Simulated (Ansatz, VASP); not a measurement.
**Two plane-wave programs on Sn5Ge**

The input INCAR:

```
ALGO = Fast
EDIFF = 1E-6
ENCUT = 520
GGA = PE
ISIF = 2
ISMEAR = 0
LASPH = T
LCHARG = F
LREAL = F
LWAVE = F
NBANDS = 51
NELM = 100
PREC = Accurate
SIGMA = 0.1
```

KPOINTS

```
k-points
0
Gamma
  6 6 2
```

POSCAR

```
Sn5Ge
1.0
    3.3509690400      0.0000000000      0.0000000000
    0.0000000000      3.3509690400      0.0000000000
    0.0000000000      0.0000000000     14.2169576000
Sn Ge
5 1
Direct
    0.0000000000      0.0000000000      0.0000000000
    0.5000000000      0.5000000000      0.1666666700
    0.0000000000      0.0000000000      0.3333333300
    0.0000000000      0.0000000000      0.6666666700
    0.5000000000      0.5000000000      0.8333333300
    0.5000000000      0.5000000000      0.5000000000
```

Input for Ansatz:

```yaml
crystal:
  lattice:
    - [3.35096904, 0.0, 0.0]
    - [0.0, 3.35096904, 0.0]
    - [0.0, 0.0, 14.2169576]
  atoms:
    - { symbol: Sn, position: [0.0, 0.0, 0.0] }
    - { symbol: Sn, position: [0.5, 0.5, 0.16666667] }
    - { symbol: Sn, position: [0.0, 0.0, 0.33333333] }
    - { symbol: Sn, position: [0.0, 0.0, 0.66666667] }
    - { symbol: Sn, position: [0.5, 0.5, 0.83333333] }
    - { symbol: Ge, position: [0.5, 0.5, 0.5] }
basis:
  ecutwfc: 420
kpoints:
  mp_grid: { grid: [6, 6, 2] }
hamiltonian:
  xc: pbe
scf:
  occupations: { method: gaussian, width: 0.1 }
  lower_state_search: "off"
output:
  forces: true
  stress: true
  eigenvalues: true
```

Alike in both runs: task single point; functional PBE; k mesh 6 × 6 × 2; occupations gaussian, width 0.1 eV; no spin polarisation.

|  | VASP | Ansatz |
| --- | --- | --- |
| version | VASP 6.6.1 | Ansatz 0.2.0 |
| potentials or method | VASP PAW PBE potentials, release 64 (Sn_d, Ge_d), cutoff 520 eV | scalar-relativistic, plane waves, PAW |
| valence electrons in the cell | 84 | 84 |

```tsv
	VASP	Ansatz	Ansatz less VASP
gap on the k mesh at the Fermi level (eV)	none	none	-
pressure (GPa)	0.4	0.4	+0.03
traceless stress, the component that is largest in VASP (GPa)	-1.68	-1.69	-0.004
rms of the force components (eV/Å)	0.180	0.181	+0.0004
```

Atom by atom the forces differ by 0.000 eV/Å (rms over components). A gap of «none» marks a metal or a gap that the smearing closes. The functional is the same, so the differences come from potentials, cutoffs and numerics.
